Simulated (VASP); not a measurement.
# BP (F-43m) in VASP: a series of runs, part 2 of 2

VASP 6.6.1.

**4. Single point, r2SCAN (10.97 Å³/atom)**

This run uses another cell than the first one, of 10.97 Å³/atom.

POSCAR

```
BP
1.0
    0.0000000000      2.2219626551      2.2219626551
    2.2219626551      0.0000000000      2.2219626551
    2.2219626551      2.2219626551      0.0000000000
B P
1 1
Direct
    0.0000000000      0.0000000000      0.0000000000
    0.2500000000      0.2500000000      0.2500000000
```

INCAR.step1

```
SYSTEM = BP
PREC = Accurate
ENCUT = 520
ISMEAR = 0
SIGMA = 0.02
LREAL = .False.
LASPH = .True.
NELM = 60
NBANDS = 11
GGA = PE
ALGO = Normal
EDIFF = 1E-4
LWAVE = .True.
LCHARG = .False.
```

INCAR.step2

```
SYSTEM = BP
PREC = Accurate
ENCUT = 520
EDIFF = 1E-7
ISMEAR = 0
SIGMA = 0.02
LREAL = .False.
LASPH = .True.
NELM = 60
ALGO = Normal
ISIF = 2
LWAVE = .False.
LCHARG = .False.
METAGGA = R2SCAN
LMIXTAU = .True.
NBANDS = 11
ISTART = 1
```

KPOINTS

```
Automatic mesh
0
Gamma
  10 10 10
  0 0 0
```

Potentials or basis: VASP PAW PBE potentials, release 64 (B, P).

Command:

```console
cat potpaw_PBE.64/B/POTCAR potpaw_PBE.64/P/POTCAR > POTCAR
cp INCAR.step1 INCAR
mpirun -np 1 vasp_std > vasp.out
cp INCAR.step2 INCAR
mpirun -np 1 vasp_std > vasp.out
```

OUTCAR:

```text
SYSTEM = BP
   PREC = Accurate
   ENCUT = 520
   EDIFF = 1E-7
   ISMEAR = 0
   LREAL = .False.
   LASPH = .True.
   NELM = 60
   ISIF = 2
   METAGGA = R2SCAN
   ISTART = 1

 ion  position               nearest neighbor table
   1  0.000  0.000  0.000-   2 1.92   2 1.92   2 1.92   2 1.92
   2  0.250  0.250  0.250-   1 1.92   1 1.92   1 1.92   1 1.92

  LATTYP: Found a face centered cubic cell.
 ALAT       =     4.4439253102

  Lattice vectors:

[... 521 lines left out ...]
 [... further k-points ...]

------------------------ aborting loop because EDIFF is reached ----------------------------------------

  FORCE on cell =-STRESS in cart. coord.  units (eV):
  Direction    XX          YY          ZZ          XY          YZ          ZX
  --------------------------------------------------------------------------------------
  -------------------------------------------------------------------------------------
  Total        1.5322028      1.5322028      1.5322028     -0.0000000      0.0000000      0.0000000
  in kB      111.8887905    111.8887905    111.8887905     -0.0000000      0.0000000      0.0000000
  external PRESSURE =     111.8887905 kB  Pullay stress =       0.0000000 kB

 VOLUME and BASIS-vectors are now :
 -----------------------------------------------------------------------------
  energy-cutoff  :      520.00
  volume of cell :       21.94
      direct lattice vectors                 reciprocal lattice vectors
     0.000000000  2.221962655  2.221962655    -0.225026284  0.225026284  0.225026284
     2.221962655  0.000000000  2.221962655     0.225026284 -0.225026284  0.225026284
     2.221962655  2.221962655  0.000000000     0.225026284  0.225026284 -0.225026284

 POSITION                                       TOTAL-FORCE (eV/Angst)
 -----------------------------------------------------------------------------------
      0.00000      0.00000      0.00000        -0.000000      0.000000      0.000000
      1.11098      1.11098      1.11098         0.000000     -0.000000     -0.000000
 -----------------------------------------------------------------------------------
    total drift:                                0.000000      0.000000      0.000000

  FREE ENERGIE OF THE ION-ELECTRON SYSTEM (eV)
  ---------------------------------------------------
  free  energy   TOTEN  =       -17.2661702216 eV

  energy  without entropy=      -17.2661702216  energy(sigma->0) =      -17.26617022
```

OUTCAR.step1:

```text
SYSTEM = BP
   PREC = Accurate
   ENCUT = 520
   ISMEAR = 0
   LREAL = .False.
   LASPH = .True.
[... 557 lines left out ...]
      0.00000      0.00000      0.00000        -0.000000      0.000000      0.000000
      1.11098      1.11098      1.11098         0.000000     -0.000000     -0.000000
 -----------------------------------------------------------------------------------
    total drift:                                0.000000      0.000000      0.000000

  FREE ENERGIE OF THE ION-ELECTRON SYSTEM (eV)
  ---------------------------------------------------
  free  energy   TOTEN  =       -12.8724309867 eV

  energy  without entropy=      -12.8724309867  energy(sigma->0) =      -12.87243099
```

It took 19 s on 1 thread of Intel Xeon 6975P-C (Granite Rapids), shared host; peak memory 0.13 GiB.

What came out:

* Free energy: -17.2662 eV
* Pressure: 11.2 GPa
* Band gap on the k mesh: 1.36 eV (least direct gap 3.74 eV)

Caveat: the cell stands under pressure; the PAW data sets were made with another functional, which shifts forces and pressure a little.

**5. Single point, r2SCAN (11.32 Å³/atom)**

This run uses another cell than the first one, of 11.32 Å³/atom.

POSCAR

```
BP
1.0
    0.0000000000      2.2453534546      2.2453534546
    2.2453534546      0.0000000000      2.2453534546
    2.2453534546      2.2453534546      0.0000000000
B P
1 1
Direct
    0.0000000000      0.0000000000      0.0000000000
    0.2500000000      0.2500000000      0.2500000000
```

INCAR.step1

```
PREC = Accurate ; ENCUT = 520
ISMEAR = 0 ; SIGMA = 0.02
LREAL = False ; LASPH = True
NELM = 60 ; NBANDS = 11
GGA = PE ; ALGO = Normal
EDIFF = 1E-4 ; LWAVE = True
LCHARG = False
```

INCAR.step2

```
PREC = Accurate ; ENCUT = 520
EDIFF = 1E-6 ; ISMEAR = 0
SIGMA = 0.02 ; LREAL = False
LASPH = True ; NELM = 60
ALGO = Normal ; ISIF = 2
LWAVE = False ; LCHARG = True
METAGGA = R2SCAN ; LMIXTAU = True
LELF = True ; LVHAR = True
NBANDS = 11 ; ISTART = 1
```

KPOINTS

```
regular mesh
0
Gamma
  10 10 10
```

Command:

```console
cat potpaw_PBE.64/B/POTCAR potpaw_PBE.64/P/POTCAR > POTCAR
cp INCAR.step1 INCAR
mpirun -np 1 vasp_std > vasp.out
cp INCAR.step2 INCAR
mpirun -np 1 vasp_std > vasp.out
```

Run time: 15 s. Hardware: 1 thread of Intel Xeon 6975P-C (Granite Rapids), shared host; peak memory 0.14 GiB.

It converged, with:

- Free energy: -17.3015 eV
- Pressure: 4.9 GPa
- Band gap on the k mesh: 1.40 eV (least direct gap 3.69 eV)

Levels at points of the mesh, in eV from the valence-band top:
```tsv
k point	band 1	band 2	band 3	band 4	band 5	band 6	band 7	band 8	band 9
(0.00, 0.00, 0.00)	-16.55	0.00	0.00	0.00	3.69	3.69	3.69	8.52	12.65
(0.50, 0.00, 0.00)	-12.94	-9.74	-1.90	-1.90	4.34	5.05	5.05	11.04	15.70
(0.50, 0.50, 0.00)	-11.22	-9.30	-4.46	-4.46	1.48	1.88	13.37	13.37	16.81
```

Caveat: the cell stands under pressure; the PAW data sets were made with another functional, which shifts forces and pressure a little.

**6. Summary**

| cell | gap on the mesh (eV) | pressure (GPa) |
| --- | --- | --- |
| a = 3.074 Å, angles 60.0°, 2 atoms | 1.27 | 26.8 |
| a = 3.109 Å, angles 60.0°, 2 atoms | 1.32 | 18.4 |
| a = 3.142 Å, angles 60.0°, 2 atoms | 1.36 | 11.2 |
| a = 3.175 Å, angles 60.0°, 2 atoms | 1.40 | 4.9 |

Alike in all rows: task single point; level r2SCAN; potentials or basis VASP PAW PBE potentials, release 64 (B, P); no spin polarisation; k mesh 10 × 10 × 10; cutoff (eV) 520; smearing gaussian 0.02 eV.

Caveats: the cell stands under pressure; the PAW data sets were made with another functional, which shifts forces and pressure a little.

Absolute energies hang on the potentials; compare differences alone.
